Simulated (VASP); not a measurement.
# Hg5O3 (Im-3m) in VASP: relaxation of cell and atoms with PBE

Aim: the relaxation of cell and atoms of Hg5O3 with PBE.

Everything below comes from runs of VASP 6.6.1. Logs are shortened: lines on timing, memory, paths and dates and some standing lists are left out, and cuts for length are marked.

## Step 1: The cell of the first run

The structure is cubic, space group Im-3m (No. 229). The conventional cell has a = 6.796 Å, b = 6.796 Å, c = 6.796 Å, α = 90.00°, β = 90.00°, γ = 90.00°. Hg (site symmetry m-3m) has 8 Hg at 2.94 Å and 6 O at 3.40 Å within 3.9 Å. Within 3.9 Å of Hg (site symmetry -3m) lie 8 Hg at 2.94 to 3.40 Å and 6 O at 2.94 Å. O (site symmetry 4/mmm) has 10 Hg at 2.94 to 3.40 Å and 4 O at 3.40 Å within 3.9 Å.

The cell was built from a structure type or drawn by symmetry, and may not be a known phase.

## Step 2: Relaxation of cell and atoms, PBE

Contents of INCAR:

```
SYSTEM = Hg5O3
PREC = Accurate
ENCUT = 600
EDIFF = 1E-7
ISMEAR = 0
SIGMA = 0.1
LREAL = .False.
LASPH = .True.
NELM = 120
ALGO = Normal
ISIF = 3
LWAVE = .False.
LCHARG = .False.
GGA = PE
IBRION = 2
NSW = 90
EDIFFG = -0.04
GGA_COMPAT = .False.
NELMIN = 4
```

Contents of KPOINTS:

```
regular mesh
0
Gamma
  4 4 4
  0 0 0
```

Contents of POSCAR:

```
Hg5O3
1.0
   -3.3980707200      3.3980707200      3.3980707200
    3.3980707200     -3.3980707200      3.3980707200
    3.3980707200      3.3980707200     -3.3980707200
Hg O
5 3
Direct
    0.0000000000      0.0000000000      0.0000000000
    0.0000000000      0.0000000000      0.5000000000
    0.0000000000      0.5000000000      0.0000000000
    0.5000000000      0.0000000000      0.0000000000
    0.5000000000      0.5000000000      0.5000000000
    0.0000000000      0.5000000000      0.5000000000
    0.5000000000      0.5000000000      0.0000000000
    0.5000000000      0.0000000000      0.5000000000
```

Potentials or basis: VASP PAW PBE potentials, release 64 (Hg_sv_GW, O).

Started as:

```bash
$ cat potpaw_PBE.64/Hg_sv_GW/POTCAR potpaw_PBE.64/O/POTCAR > POTCAR
$ mpirun -np 1 vasp_std > vasp.out
```

OUTCAR:

```text
SYSTEM = Hg5O3
   PREC = Accurate
   ENCUT = 600
   EDIFF = 1E-7
   ISMEAR = 0
   LREAL = .False.
   LASPH = .True.
   NELM = 120
   ISIF = 3
   GGA = PE
   IBRION = 2
   NSW = 90
   EDIFFG = -0.04
   NELMIN = 4

 ion  position               nearest neighbor table
   1  0.000  0.000  0.000-   2 2.94   3 2.94   4 2.94   5 2.94   2 2.94   3 2.94   4 2.94   5 2.94

   2  0.000  0.000  0.500-   1 2.94   1 2.94
   3  0.000  0.500  0.000-   1 2.94   1 2.94
   4  0.500  0.000  0.000-   1 2.94   1 2.94
   5  0.500  0.500  0.500-   1 2.94   1 2.94
   6  0.000  0.500  0.500-
   7  0.500  0.500  0.000-
   8  0.500  0.000  0.500-

  LATTYP: Found a body centered cubic cell.
 ALAT       =     6.7961414400

  Lattice vectors:

 A1 = (  -3.3980707200,   3.3980707200,   3.3980707200)
 A2 = (   3.3980707200,  -3.3980707200,   3.3980707200)
 A3 = (   3.3980707200,   3.3980707200,  -3.3980707200)

Analysis of symmetry for initial positions (statically):
=====================================================================
 Subroutine PRICEL returns:
 Original cell was already a primitive cell.

 Routine SETGRP: Setting up the symmetry group for a
 body centered cubic supercell.

 Subroutine GETGRP returns: Found 48 space group operations
 (whereof 48 operations were pure point group operations)
 out of a pool of 48 trial point group operations.

The static configuration has the point symmetry O_h .

Analysis of symmetry for dynamics (positions and initial velocities):
=====================================================================
 Subroutine PRICEL returns:
 Original cell was already a primitive cell.

 Routine SETGRP: Setting up the symmetry group for a
 body centered cubic supercell.

 Subroutine GETGRP returns: Found 48 space group operations
 (whereof 48 operations were pure point group operations)
 out of a pool of 48 trial point group operations.

The dynamic configuration has the point symmetry O_h .

 Subroutine INISYM returns: Found 48 space group operations
 (whereof 48 operations are pure point group operations),
 and found     1 'primitive' translations

----------------------------------------------------------------------------------------

                                     Primitive cell

  volume of cell :     156.9485

  direct lattice vectors                    reciprocal lattice vectors
    -3.398070720  3.398070720  3.398070720     0.000000000  0.147142317  0.147142317
     3.398070720 -3.398070720  3.398070720     0.147142317  0.000000000  0.147142317
     3.398070720  3.398070720 -3.398070720     0.147142317  0.147142317  0.000000000

  length of vectors
     5.885631135  5.885631135  5.885631135     0.208090661  0.208090661  0.208090661

  position of ions in fractional coordinates (direct lattice)
     0.000000000  0.000000000  0.000000000
     0.000000000  0.000000000  0.500000000
     0.000000000  0.500000000  0.000000000
     0.500000000  0.000000000  0.000000000
     0.500000000  0.500000000  0.500000000
     0.000000000  0.500000000  0.500000000
     0.500000000  0.500000000  0.000000000
     0.500000000  0.000000000  0.500000000

  ion indices of the primitive-cell ions
   primitive index   ion index
                 1           1
                 2           2
                 3           3
                 4           4
                 5           5
                 6           6
                 7           7
                 8           8

----------------------------------------------------------------------------------------

 KPOINTS: regular mesh

Automatic generation of k-mesh.
 Grid dimensions read from file:
 generate k-points for:    4    4    4

 Generating k-lattice:

  Cartesian coordinates                     Fractional coordinates (reciprocal lattice)
     0.000000000  0.036785579  0.036785579     0.250000000  0.000000000  0.000000000
     0.036785579  0.000000000  0.036785579     0.000000000  0.250000000  0.000000000
     0.036785579  0.036785579  0.000000000     0.000000000  0.000000000  0.250000000

  Length of vectors
     0.052022665  0.052022665  0.052022665

  Shift w.r.t. Gamma in fractional coordinates (k-lattice)
     0.000000000  0.000000000  0.000000000

 Subroutine IBZKPT returns following result:
 ===========================================

 Found      8 irreducible k-points:

 Following reciprocal coordinates:
            Coordinates               Weight
  0.000000  0.000000  0.000000      1.000000
  0.250000  0.000000  0.000000     12.000000
  0.500000  0.000000  0.000000      6.000000
  0.250000  0.250000  0.000000     24.000000
  0.250000  0.250000  0.250000      2.000000
 -0.250000  0.250000  0.250000      6.000000
  0.500000  0.500000  0.250000     12.000000
  0.500000  0.500000  0.500000      1.000000
   k-points           NKPTS =      8   k-points in BZ     NKDIM =      8   number of bands    NBANDS=     70
   number of dos      NEDOS =    301   number of ions     NIONS =      8
   total plane-waves  NPLWV = 110592
   dimension x,y,z NGX =    48 NGY =   48 NGZ =   48
   dimension x,y,z NGXF=    96 NGYF=   96 NGZF=   96
   ions per type =               5   3
   NGX,Y,Z   is equivalent  to a cutoff of  13.56, 13.56, 13.56 a.u.
   NGXF,Y,Z  is equivalent  to a cutoff of  27.12, 27.12, 27.12 a.u.
 SYSTEM =  Hg5O3
   PREC   = accura    normal or accurate (medium, high low for compatibility)
   ISTART =      0    job   : 0-new  1-cont  2-samecut
   ICHARG =      2    charge: 1-file 2-atom 10-const
   ISPIN  =      1    spin polarized calculation?
   LNONCOLLINEAR =      F non collinear calculations
   LSORBIT =      F    spin-orbit coupling
   LASPH  =      T    aspherical Exc in radial PAW
   ENCUT  =  600.0 eV  44.10 Ry    6.64 a.u.  11.76 11.76 11.76*2*pi/ulx,y,z
   NELM   =    120;   NELMIN=  4; NELMDL= -5     # of ELM steps
   EDIFF  = 0.1E-06   stopping-criterion for ELM
   LREAL  =      F    real-space projection
   EDIFFG = -.4E-01   stopping-criterion for IOM
   NSW    =     90    number of steps for IOM
   IBRION =      2    ionic relax: 0-MD 1-quasi-New 2-CG
   NFREE  =      1    steps in history (QN), initial steepest desc. (CG)
   ISIF   =      3    stress and relaxation
   ISYM   =      2    0-nonsym 1-usesym 2-fastsym
   POTIM  = 0.5000    time-step for ionic-motion
   TEBEG  =    0.0;   TEEND  =   0.0 temperature during run
   PSTRESS=    0.0 pullay stress
   NELECT =     118.0000    total number of electrons
   NUPDOWN=      -1.0000    fix difference up-down
   EMIN   =  10.00;   EMAX   =-10.00  energy-range for DOS
   EFERMI =   0.00;   METHOD = LEGACY
   ISMEAR =     0;   SIGMA  =   0.10  broadening in eV -4-tet -1-fermi 0-gaus
   EFERMI_NEDOS =   21; number of points for ismear=-14 and -15
   IALGO  =     38    algorithm
   IMIX   =      4    mixing-type and parameters
     AMIX     =   0.40;   BMIX     =  1.00
     AMIX_MAG =   1.60;   BMIX_MAG =  1.00
  volume/ion in A,a.u.               =      19.62       132.39
  Fermi-wavevector in a.u.,A,eV,Ry     =   1.488617  2.813079 30.150262  2.215982
  Thomas-Fermi vector in A             =   2.601629
   LORBIT       =      0    0 simple, 1 ext, 2 COOP (PROOUT), +10 PAW based schemes
   GGA     = PE    functional components
   LHFCALC =     F    Hartree Fock is set to
   AEXX    =    0.0000 exact exchange contribution
   IVDW    =     0    specifies the selected vdW correction
   LEPSILON=     F    determine dielectric tensor
   LRPA    =     F    only Hartree local field effects (RPA)
 conjugate gradient relaxation of ions
 non-spin polarized calculation
 Gauss-broadening in eV      SIGMA  =   0.10
  energy-cutoff  :      600.00
  volume of cell :      156.95
 maximum number of plane-waves:      5281
 NGX is ok and might be reduce to    48
   NGX = 23   NGY = 23   NGZ = 23

--------------------------------------- Ionic step        1  -------------------------------------------

 number of electron     118.0000024 magnetization

 Free energy of the ion-electron system (eV)
  ---------------------------------------------------
  ext. energy  EPLUGINS =         0.00000000
  ---------------------------------------------------
  free energy    TOTEN  =       -11.80487851 eV

  energy without entropy =      -11.76659431  energy(sigma->0) =      -11.78573641

 E-fermi :   3.5686     XC(G=0): -10.7945

 val. band max:        3.5473648742   @ k =   0.2500   0.0000   0.0000
 cond. band min:       3.6165634780   @ k =   0.5000   0.0000   0.0000
 fundamental gap:      0.0691986038
 Fermi energy:         3.5686427826

 k-point     1 :       0.0000    0.0000    0.0000
  band No.  band energies     occupation
      1    -111.6097      2.00000
      2    -110.6753      2.00000
      3    -110.6750      2.00000
      4    -110.6750      2.00000
      5    -110.6750      2.00000
      6     -59.9435      2.00000
[... 637 lines left out ...]
 POSITION                                       TOTAL-FORCE (eV/Angst)
 -----------------------------------------------------------------------------------
      6.47725      0.00000      0.00000        -0.000000      0.000000      0.000000
      1.61931      1.61931     -1.61931        -0.000000      0.000000      0.000000
      1.61931      4.85794      1.61931        -0.000000     -0.000000      0.000000
     -1.61931      1.61931      1.61931         0.000000     -0.000000     -0.000000
      1.61931      1.61931      1.61931         0.000000     -0.000000     -0.000000
      3.23863      0.00000      0.00000        -0.000000      0.000000     -0.000000
      0.00000      0.00000      3.23863        -0.000000      0.000000     -0.000000
      0.00000      3.23863      0.00000        -0.000000      0.000000      0.000000
 -----------------------------------------------------------------------------------
    total drift:                                0.000000      0.000000     -0.000000

  FREE ENERGIE OF THE ION-ELECTRON SYSTEM (eV)
  ---------------------------------------------------
  free  energy   TOTEN  =       -12.4635008204 eV

  energy  without entropy=      -12.4280430765  energy(sigma->0) =      -12.44577195

--------------------------------------- Ionic step        3  -------------------------------------------

 number of electron     118.0000032 magnetization

 Free energy of the ion-electron system (eV)
  ---------------------------------------------------
  ext. energy  EPLUGINS =         0.00000000
  ---------------------------------------------------
  free energy    TOTEN  =       -12.46699296 eV

  energy without entropy =      -12.43173139  energy(sigma->0) =      -12.44936218

 E-fermi :   5.4019     XC(G=0): -11.6876

 val. band max:        5.3662979044   @ k =   0.2500   0.0000   0.0000
 cond. band min:       5.4451355413   @ k =   0.0000   0.0000   0.0000
 fundamental gap:      0.0788376369
 Fermi energy:         5.4018934507

 k-point     1 :       0.0000    0.0000    0.0000
  band No.  band energies     occupation
      1    -110.4022      2.00000
      2    -109.2447      2.00000
      3    -109.2439      2.00000
      4    -109.2439      2.00000
      5    -109.2439      2.00000
      6     -58.7438      2.00000
[... 595 lines left out ...]
 POSITION                                       TOTAL-FORCE (eV/Angst)
 -----------------------------------------------------------------------------------
     -0.00000      0.00000      0.00000         0.000000      0.000000     -0.000000
      1.61385      1.61385     -1.61385        -0.000000      0.000000     -0.000000
      1.61385     -1.61385      1.61385         0.000000     -0.000000      0.000000
     -1.61385      1.61385      1.61385        -0.000000     -0.000000      0.000000
      1.61385      1.61385      1.61385         0.000000      0.000000      0.000000
      3.22770      0.00000      0.00000         0.000000      0.000000     -0.000000
      0.00000      0.00000      3.22770        -0.000000     -0.000000     -0.000000
      0.00000      3.22770      0.00000        -0.000000      0.000000     -0.000000
 -----------------------------------------------------------------------------------
    total drift:                                0.000000      0.000000     -0.000000

  FREE ENERGIE OF THE ION-ELECTRON SYSTEM (eV)
  ---------------------------------------------------
  free  energy   TOTEN  =       -12.4669929620 eV

  energy  without entropy=      -12.4317313900  energy(sigma->0) =      -12.44936218

 reached required accuracy - stopping structural energy minimisation
```

Wall time 7.7 min (1 thread of Intel Xeon Platinum 8259CL at 2.50GHz (Skylake/Cascade Lake), shared host); peak memory 0.39 GiB.

What came out:

```
Free energy                           : -12.4670 eV
Relaxed volume                        : 16.81 Å³/atom
Relaxed cell                          : a = 5.591 Å, b = 5.591 Å, c = 5.591 Å, α = 109.47°, β = 109.47°, γ = 109.47°
Space group after relaxing (to 0.1 Å) : Im-3m (No. 229)
Energy gained by relaxing             : 82.8 meV/atom
Ionic steps                           : 3
Pressure after relaxing               : 0.0 GPa
Band gap on the k mesh                : zero (bands 59 and 60 overlap by 1.28 eV)
```

Step by step:
| step | energy change (eV) | largest force (eV/Å) | pressure (GPa) | volume (Å³) |
| --- | --- | --- | --- | --- |
| 1 | 0.0000 | 0.0000 | -7.94 | 156.95 |
| 2 | -0.6586 | 0.0000 | -0.81 | 135.88 |
| 3 | -0.6621 | 0.0000 | -0.01 | 134.51 |

Final structure:
```
CELL_PARAMETERS angstrom
-3.22770 3.22770 3.22770
3.22770 -3.22770 3.22770
3.22770 3.22770 -3.22770
ATOMIC_POSITIONS crystal
Hg 0.00000 0.00000 0.00000
Hg 0.00000 0.00000 0.50000
Hg 0.00000 0.50000 0.00000
Hg 0.50000 0.00000 0.00000
Hg 0.50000 0.50000 0.50000
O 0.00000 0.50000 0.50000
O 0.50000 0.50000 0.00000
O 0.50000 0.00000 0.50000
```

Caveat: spin-orbit coupling is left out, which moves the levels of the heavy elements.
